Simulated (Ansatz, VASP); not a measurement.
Two plane-wave programs on BC5

```
C B
1.0
    -1.26636    1.26636    5.74266
     1.26636   -1.26636    5.74266
     1.26636    1.26636   -5.74266
C B
5 1
Direct
  0.08012 0.58012 0.50000
  0.41988 0.91988 0.50000
  0.50000 0.50000 0.00000
  0.15628 0.15628 0.00000
  0.84372 0.84372 0.00000
  0.75000 0.25000 0.50000
```

Alike in both runs: task single point; functional PBE; k mesh 15 × 15 × 15; occupations fermi-dirac, width 0.05 eV; no spin polarisation.

|  | VASP | Ansatz |
| --- | --- | --- |
| version | VASP 6.6.1 | Ansatz 0.2.0 |
| potentials or method | VASP PAW PBE potentials, release 64 (C, B) | Ansatz PAW |
| plane-wave cutoff (eV) | 520 | 420 |
| valence electrons in the cell | 23 | 23 |

Ansatz gave:

| Property | Result |
| --- | --- |
| gap on the k mesh at the Fermi level (eV) | none |
| pressure (GPa) | -8.0 |
| traceless stress, the component that is largest in VASP (GPa) | -1.75 |
| rms of the force components (eV/Å) | 0.024 |

Question: Which values does VASP return?

Answer: gap on the k mesh at the Fermi level (eV): none; pressure (GPa): -7.6; traceless stress, the component that is largest in VASP (GPa): -1.76; rms of the force components (eV/Å): 0.017.

Atom by atom the forces differ by 0.008 eV/Å (rms over components). A gap of «none» marks a metal or a gap that the smearing closes.
